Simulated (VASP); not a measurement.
# HfN (R-3m) in VASP: a series of runs

Runs on HfN. Level: PBE. Tasks: single point.

Program: VASP 6.6.1. These are calculated values, not measurements. Logs are shortened: lines on timing, memory, paths and dates and some standing lists are left out, and cuts for length are marked.

### 1 The cell of the first run

It takes space group R-3m (No. 166, trigonal). The conventional cell has a = 2.536 Å, b = 2.536 Å, c = 12.422 Å, α = 90.00°, β = 90.00°, γ = 120.00°. Within 3.3 Å of Hf (site symmetry -3m) lie 6 N at 2.54 Å and 6 Hf at 2.54 Å. Within 3.3 Å of N (site symmetry -3m) lie 6 Hf at 2.54 Å and 6 N at 2.54 Å.

### 2 Single point, PBE

INCAR reads:

```
  PREC = Accurate
  ENCUT = 520
  EDIFF = 1E-7
  ISMEAR = 0
  SIGMA = 0.15
  LREAL = F
  LASPH = T
  NELM = 60
  ALGO = Normal
  ISIF = 2
  LWAVE = F
  LCHARG = T
  GGA = PE
  LELF = T
  LVHAR = T
  NBANDS = 14
```

KPOINTS reads:

```
regular mesh
0
Gamma
  20 20 20
```

POSCAR reads:

```
HfN
1.0
    1.1953129921      2.9882824803      2.9882824803
    2.9882824803      1.1953129921      2.9882824803
    2.9882824803      2.9882824803      1.1953129921
Hf N
1 1
Direct
    0.0000000000      0.0000000000      0.0000000000
    0.5000000000      0.5000000000      0.5000000000
```

Potentials or basis: VASP PAW PBE potentials, release 64 (Hf_pv, N).

Started as:

```console
cat potpaw_PBE.64/Hf_pv/POTCAR potpaw_PBE.64/N/POTCAR > POTCAR
mpirun -np 1 vasp_std > vasp.out
```

OUTCAR:

```text
PREC = Accurate
   ENCUT = 520
   EDIFF = 1E-7
   ISMEAR = 0
   LREAL = F
   LASPH = T
   NELM = 60
   ISIF = 2
   GGA = PE

 ion  position               nearest neighbor table
   1  0.000  0.000  0.000-   2 2.54   2 2.54   2 2.54   2 2.54   2 2.54   2 2.54
   2  0.500  0.500  0.500-   1 2.54   1 2.54   1 2.54   1 2.54   1 2.54   1 2.54

  LATTYP: Found a trigonal (rhomboedric) cell.
 ALAT       =     4.3918603704
 COS(alpha) =     0.8333333333

  Lattice vectors:

 A1 = (   1.1953129921,   2.9882824803,   2.9882824803)
 A2 = (   2.9882824803,   1.1953129921,   2.9882824803)
 A3 = (   2.9882824803,   2.9882824803,   1.1953129921)

Analysis of symmetry for initial positions (statically):
=====================================================================
 Subroutine PRICEL returns:
 Original cell was already a primitive cell.

 Routine SETGRP: Setting up the symmetry group for a
 trigonal (rhombohedral) supercell.

 Subroutine GETGRP returns: Found 12 space group operations
 (whereof 12 operations were pure point group operations)
 out of a pool of 12 trial point group operations.

The static configuration has the point symmetry D_3d.

Analysis of symmetry for dynamics (positions and initial velocities):
=====================================================================
 Subroutine PRICEL returns:
 Original cell was already a primitive cell.

 Routine SETGRP: Setting up the symmetry group for a
 trigonal (rhombohedral) supercell.

 Subroutine GETGRP returns: Found 12 space group operations
 (whereof 12 operations were pure point group operations)
 out of a pool of 12 trial point group operations.

The dynamic configuration has the point symmetry D_3d.

 Subroutine INISYM returns: Found 12 space group operations
 (whereof 12 operations are pure point group operations),
 and found     1 'primitive' translations

----------------------------------------------------------------------------------------

                                     Primitive cell

  volume of cell :      23.0557

  direct lattice vectors                    reciprocal lattice vectors
     1.195312992  2.988282480  2.988282480    -0.325344819  0.232389156  0.232389156
     2.988282480  1.195312992  2.988282480     0.232389156 -0.325344819  0.232389156
     2.988282480  2.988282480  1.195312992     0.232389156  0.232389156 -0.325344819

  length of vectors
     4.391860370  4.391860370  4.391860370     0.462448582  0.462448582  0.462448582

  position of ions in fractional coordinates (direct lattice)
     0.000000000  0.000000000  0.000000000
     0.500000000  0.500000000  0.500000000

  ion indices of the primitive-cell ions
   primitive index   ion index
                 1           1
                 2           2

----------------------------------------------------------------------------------------

 KPOINTS: regular mesh

Automatic generation of k-mesh.
 Grid dimensions read from file:
 generate k-points for:   20   20   20

 Generating k-lattice:

  Cartesian coordinates                     Fractional coordinates (reciprocal lattice)
    -0.016267241  0.011619458  0.011619458     0.050000000  0.000000000  0.000000000
     0.011619458 -0.016267241  0.011619458     0.000000000  0.050000000  0.000000000
     0.011619458  0.011619458 -0.016267241     0.000000000  0.000000000  0.050000000

  Length of vectors
     0.023122429  0.023122429  0.023122429

  Shift w.r.t. Gamma in fractional coordinates (k-lattice)
     0.000000000  0.000000000  0.000000000

 Subroutine IBZKPT returns following result:
 ===========================================

 Found    781 irreducible k-points:

 Following reciprocal coordinates:
            Coordinates               Weight
  0.000000  0.000000  0.000000      1.000000
  0.050000  0.000000  0.000000      6.000000
  0.100000  0.000000  0.000000      6.000000
  0.150000  0.000000  0.000000      6.000000
  0.200000  0.000000  0.000000      6.000000
  0.250000 -0.000000 -0.000000      6.000000
[... 16 lines left out ...]
 -0.400000  0.050000 -0.000000     12.000000
 -0.350000  0.050000  0.000000     12.000000
 [... further k-points ...]
   k-points           NKPTS =    781   k-points in BZ     NKDIM =    781   number of bands    NBANDS=     14
   number of dos      NEDOS =    301   number of ions     NIONS =      2
   total plane-waves  NPLWV =  46656
   dimension x,y,z NGX =    36 NGY =   36 NGZ =   36
   dimension x,y,z NGXF=    72 NGYF=   72 NGZF=   72
   ions per type =               1   1
   NGX,Y,Z   is equivalent  to a cutoff of  13.63, 13.63, 13.63 a.u.
   NGXF,Y,Z  is equivalent  to a cutoff of  27.25, 27.25, 27.25 a.u.
 SYSTEM =  unknown system
   PREC   = accura    normal or accurate (medium, high low for compatibility)
   ISTART =      0    job   : 0-new  1-cont  2-samecut
   ICHARG =      2    charge: 1-file 2-atom 10-const
   ISPIN  =      1    spin polarized calculation?
   LNONCOLLINEAR =      F non collinear calculations
   LSORBIT =      F    spin-orbit coupling
   LASPH  =      T    aspherical Exc in radial PAW
   ENCUT  =  520.0 eV  38.22 Ry    6.18 a.u.   8.17  8.17  8.17*2*pi/ulx,y,z
   NELM   =     60;   NELMIN=  2; NELMDL= -5     # of ELM steps
   EDIFF  = 0.1E-06   stopping-criterion for ELM
   LREAL  =      F    real-space projection
   EDIFFG = 0.1E-05   stopping-criterion for IOM
   NSW    =      0    number of steps for IOM
   IBRION =     -1    ionic relax: 0-MD 1-quasi-New 2-CG
   NFREE  =      0    steps in history (QN), initial steepest desc. (CG)
   ISIF   =      2    stress and relaxation
   ISYM   =      2    0-nonsym 1-usesym 2-fastsym
   POTIM  = 0.5000    time-step for ionic-motion
   TEBEG  =    0.0;   TEEND  =   0.0 temperature during run
   PSTRESS=    0.0 pullay stress
   NELECT =      15.0000    total number of electrons
   NUPDOWN=      -1.0000    fix difference up-down
   EMIN   =  10.00;   EMAX   =-10.00  energy-range for DOS
   EFERMI =   0.00;   METHOD = LEGACY
   ISMEAR =     0;   SIGMA  =   0.15  broadening in eV -4-tet -1-fermi 0-gaus
   EFERMI_NEDOS =   21; number of points for ismear=-14 and -15
   IALGO  =     38    algorithm
   IMIX   =      4    mixing-type and parameters
     AMIX     =   0.40;   BMIX     =  1.00
     AMIX_MAG =   1.60;   BMIX_MAG =  1.00
  volume/ion in A,a.u.               =      11.53        77.79
  Fermi-wavevector in a.u.,A,eV,Ry     =   1.418553  2.680677 27.378918  2.012294
  Thomas-Fermi vector in A             =   2.539667
   LORBIT       =      0    0 simple, 1 ext, 2 COOP (PROOUT), +10 PAW based schemes
   GGA     = PE    functional components
   LHFCALC =     F    Hartree Fock is set to
   AEXX    =    0.0000 exact exchange contribution
   IVDW    =     0    specifies the selected vdW correction
   LEPSILON=     F    determine dielectric tensor
   LRPA    =     F    only Hartree local field effects (RPA)
 non-spin polarized calculation
 Gauss-broadening in eV      SIGMA  =   0.15
  energy-cutoff  :      520.00
  volume of cell :       23.06
 maximum number of plane-waves:       639
 NGX is ok and might be reduce to    36
   NGX = 17   NGY = 17   NGZ = 17

 number of electron      15.0000001 magnetization

 Free energy of the ion-electron system (eV)
  ---------------------------------------------------
  ext. energy  EPLUGINS =         0.00000000
  ---------------------------------------------------
  free energy    TOTEN  =       -15.00659574 eV

  energy without entropy =      -14.98970365  energy(sigma->0) =      -14.99814969

 E-fermi :   6.7664     XC(G=0): -12.7508

 val. band max:        6.7662884716   @ k =  -0.4000  -0.4000   0.1000
 cond. band min:       6.7703596286   @ k =  -0.2500   0.1500   0.1000
 fundamental gap:      0.0040711570
 Fermi energy:         6.7663861753

 k-point     1 :       0.0000    0.0000    0.0000
  band No.  band energies     occupation
      1     -24.0472      2.00000
      2     -21.9481      2.00000
      3     -21.9481      2.00000
      4      -9.2364      2.00000
      5       1.7409      2.00000
      6       2.8771      2.00000
      7       8.4885      0.00000
      8       8.4885      0.00000
      9       8.4918      0.00000
     10       8.4918      0.00000
     11      11.6934      0.00000
     12      14.5465      0.00000
     13      14.5465      0.00000
     14      19.0428      0.00000

 k-point     2 :       0.0500    0.0000    0.0000
  band No.  band energies     occupation
      1     -24.0295      2.00000
      2     -22.0705      2.00000
      3     -21.9728      2.00000
      4      -9.1727      2.00000
      5       1.9294      2.00000
      6       2.8639      2.00000
      7       8.1660      0.00000
      8       8.3707      0.00000
      9       8.4315      0.00000
     10       8.6515      0.00000
     11      11.8284      0.00000
     12      14.2740      0.00000
     13      14.5307      0.00000
     14      19.3750      0.00000

 k-point     3 :       0.1000    0.0000    0.0000
  band No.  band energies     occupation
      1     -23.9777      2.00000
      2     -22.4159      2.00000
      3     -22.0438      2.00000
      4      -8.9865      2.00000
      5       2.3470      2.00000
      6       2.9297      2.00000
      7       7.4588      0.00000
      8       7.9479      0.00000
      9       8.2621      0.00000
     10       9.1344      0.00000
     11      12.1569      0.00000
     12      13.6636      0.00000
     13      14.4828      0.00000
     14      20.0719      0.00000
[... 324 lines left out ...]
 k-point    23 :      -0.4000    0.0500   -0.0000
  band No.  band energies     occupation
      1     -25.7771      2.00000
      2     -23.3101      2.00000
      3     -22.9035      2.00000
      4      -6.0580      2.00000
      5       0.7648      2.00000
      6       1.0576      2.00000
      7       3.7482      2.00000
      8       6.4555      1.99662
      9      11.1015      0.00000
     10      13.0832      0.00000
     11      13.7030      0.00000
     12      14.6903      0.00000
     13      17.8247      0.00000
     14      19.3386      0.00000

 k-point    24 :      -0.3500    0.0500    0.0000
  band No.  band energies     occupation
      1     -25.4662      2.00000
      2     -23.3843      2.00000
      3     -22.8187      2.00000
      4      -6.5072      2.00000
      5       1.1544      2.00000
      6       1.5985      2.00000
      7       3.9498      2.00000
      8       6.6387      1.77148
      9      11.1910      0.00000
     10      11.9917      0.00000
     11      13.5478      0.00000
     12      14.4416      0.00000
     13      16.6852      0.00000
     14      19.0934      0.00000

 [... further k-points ...]
[... 5 lines left out ...]
  --------------------------------------------------------------------------------------
  -------------------------------------------------------------------------------------
  Total        4.6612760      4.6612760      4.6612760     -8.0105817     -8.0105817     -8.0105817
  in kB      323.9192187    323.9192187    323.9192187   -556.6676057   -556.6676057   -556.6676057
  external PRESSURE =     323.9192187 kB  Pullay stress =       0.0000000 kB

 VOLUME and BASIS-vectors are now :
 -----------------------------------------------------------------------------
  energy-cutoff  :      520.00
  volume of cell :       23.06
      direct lattice vectors                 reciprocal lattice vectors
     1.195312992  2.988282480  2.988282480    -0.325344819  0.232389156  0.232389156
     2.988282480  1.195312992  2.988282480     0.232389156 -0.325344819  0.232389156
     2.988282480  2.988282480  1.195312992     0.232389156  0.232389156 -0.325344819

 POSITION                                       TOTAL-FORCE (eV/Angst)
 -----------------------------------------------------------------------------------
      0.00000      0.00000      0.00000         0.000000     -0.000000      0.000000
      3.58594      3.58594      3.58594        -0.000000      0.000000     -0.000000
 -----------------------------------------------------------------------------------
    total drift:                               -0.000000      0.000000     -0.000000

  FREE ENERGIE OF THE ION-ELECTRON SYSTEM (eV)
  ---------------------------------------------------
  free  energy   TOTEN  =       -15.0065957387 eV

  energy  without entropy=      -14.9897036461  energy(sigma->0) =      -14.99814969
```

It took 26 min on 1 thread of AMD EPYC 7R13 (Zen 3), shared host; peak memory 0.39 GiB.

What came out:

| Property | Result |
| --- | --- |
| Free energy | -15.0066 eV |
| Pressure | 32.4 GPa |

Levels at points of the mesh, in eV from the Fermi level:
```csv
k point,band 5,band 6,band 7,band 8,band 9,band 10
"(0.00, 0.00, 0.00)",-5.03,-3.89,1.72,1.72,1.73,1.73
"(0.50, 0.00, 0.00)",-6.46,-6.04,-3.24,-0.26,4.27,6.99
"(0.50, 0.50, 0.00)",-4.83,-4.68,-2.29,-0.72,0.38,4.28
"(0.50, 0.50, 0.50)",-7.70,-2.99,0.75,0.75,2.73,2.73
```

Caveat: spin-orbit coupling is left out, which moves the levels of the heavy elements.

(Continued in part 2 of 2.)
